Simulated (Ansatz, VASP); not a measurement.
Ir in VASP and in Ansatz

Contents of INCAR:

```
PREC = Accurate ; ENCUT = 500
EDIFF = 1E-6 ; ISMEAR = -1
SIGMA = 0.05 ; LREAL = False
LASPH = True ; NELM = 200
ALGO = Normal ; ISIF = 2
LWAVE = False ; LCHARG = False
LNONCOLLINEAR = True ; MAGMOM = 0 0 0 0 0 0
LORBIT = 11 ; LSORBIT = True
GGA_COMPAT = False ; LORBMOM = True
LMAXMIX = 4 ; GGA = PS
NBANDS = 46
```

File KPOINTS:

```
Automatic mesh
0
Gamma
  8 8 5
```

The input POSCAR:

```
Ir
1.0
    2.7513778946      0.0000000000      0.0000000000
   -1.3756889473      2.3827631521      0.0000000000
    0.0000000000      0.0000000000      4.4622900000
Ir
2
Direct
    0.3333333333      0.6666666667      0.2500000000
    0.6666666667      0.3333333333      0.7500000000
```

The input input.yaml:

```yaml
crystal:
  lattice:
    - [2.7513778946, 0.0, 0.0]
    - [-1.3756889473, 2.3827631521, 0.0]
    - [0.0, 0.0, 4.46229]
  atoms:
    - { symbol: Ir, position: [0.3333333333, 0.6666666667, 0.25] }
    - { symbol: Ir, position: [0.6666666667, 0.3333333333, 0.75] }
hamiltonian:
  xc: pbesol
  pseudopotentials: { kind: paw_fr }
magnetization:
  noncollinear: true
  spin_orbit: true
kpoints:
  mp_grid: { grid: [8, 8, 5] }
  band_path:
    path:
      - [[0.0, 0.0, 0.0], [0.5, 0.0, 0.0], [0.3333333333, 0.3333333333, 0.0], [0.0, 0.0, 0.0], [0.0, 0.0, 0.5], [0.5, 0.0, 0.5], [0.3333333333, 0.3333333333, 0.5], [0.0, 0.0, 0.5]]
      - [[0.5, 0.0, 0.5], [0.5, 0.0, 0.0]]
      - [[0.3333333333, 0.3333333333, 0.0], [0.3333333333, 0.3333333333, 0.5]]
    npoints: 14
scf:
  occupations: { method: fermi_dirac, width: 0.05 }
  n_extra_bands: 6
output:
  forces: true
  stress: true
  eigenvalues: true
  fatbands: true
  write_density: true
  write_potential: true
  elf: true
  volumetric_format: npy
```

Alike in both runs: functional PBEsol; k mesh 8 × 8 × 5; occupations fermi-dirac, width 0.05 eV; non-collinear spin, spin-orbit coupling.

|  | VASP | Ansatz |
| --- | --- | --- |
| version | VASP 6.6.1 | Ansatz 0.2.0 |
| potentials or method | VASP PAW PBE potentials, release 64 (Ir_sv_GW) | Ansatz PAW |
| plane-wave cutoff (eV) | 500 | 420 |
| valence electrons in the cell | 34 | 34 |
| task | single point | band structure |

VASP gave:

- pressure (GPa): -12.8
- traceless stress, the component that is largest in VASP (GPa): -0.05
- net moment per atom (μB): 0.00

Question: What did Ansatz give for the same quantities?

Answer: Pressure (GPa): -11.0; traceless stress, the component that is largest in VASP (GPa): -0.21; net moment per atom (μB): 0.00.

VASP's potentials were made for PBE, not for PBEsol.
